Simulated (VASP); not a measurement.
A run of VASP 6.6.1:

File INCAR:

```
ALGO     = Normal         # electronic algorithm
EDIFF    = 1E-6           # SCF threshold, eV
ENCUT    = 520            # plane-wave cutoff, eV
GGA      = PE             # functional
ISIF     = 2              # what is computed and relaxed
ISMEAR   = 0              # smearing method
IVDW     = 12             # dispersion correction
LASPH    = True           # aspherical terms in the spheres
LCHARG   = False          # write CHGCAR
LREAL    = Auto         
LWAVE    = False          # write WAVECAR
NBANDS   = 40             # bands
NELM     = 100            # most SCF steps
PREC     = Accurate       # precision mode
SIGMA    = 0.05           # smearing width, eV
```

Contents of KPOINTS:

```
k-points
0
Gamma
  2 3 1
```

File POSCAR:

```
LiAl16
1.0
    8.1000000000      0.0000000000      0.0000000000
    0.0000000000      5.7275650000      0.0000000000
    0.0000000000      0.0000000000     15.2956740000
Al Li
16 1
Direct
    0.2500000000      0.2499999564      0.0653780278
    0.7500000000      0.2499999564      0.0653780278
    0.2500000000      0.7500000436      0.0653780278
    0.7500000000      0.7500000436      0.0653780278
   -0.0040916049     -0.0000036665      0.1485563173
    0.5040917284     -0.0000036665      0.1485563173
   -0.0007235802      0.4999981668      0.1478424553
    0.5007235802      0.4999981668      0.1478424553
    0.2500001235      0.2402155192      0.2397898909
    0.7500001235      0.2549751945      0.2423748702
    0.2500001235      0.7597717355      0.2397915254
    0.7500001235      0.7449860456      0.2423797081
   -0.0026518519     -0.0000019205      0.3252195359
    0.5026519753     -0.0000019205      0.3252195359
    0.0205330864      0.4999920560      0.3221758649
    0.4794671605      0.4999920560      0.3221758649
    0.7500001235      0.4999037113      0.4173329662
```

Potentials or basis: VASP PAW PBE potentials, release 64 (Al, Li_sv).

The run is started by

```sh
$ cat potpaw_PBE.64/Al/POTCAR potpaw_PBE.64/Li_sv/POTCAR > POTCAR
$ mpirun -np 1 vasp_std > vasp.out
```

Hardware: 1 thread of Intel(R) Xeon(R) 6975P-C (Granite Rapids), on a shared host.

Estimate the wall time of this run.

Wall time 120 s on 1 thread of Intel(R) Xeon(R) 6975P-C (Granite Rapids), on a shared host, peak memory 0.66 GiB. Counts: scf iterations 22, k points 4.
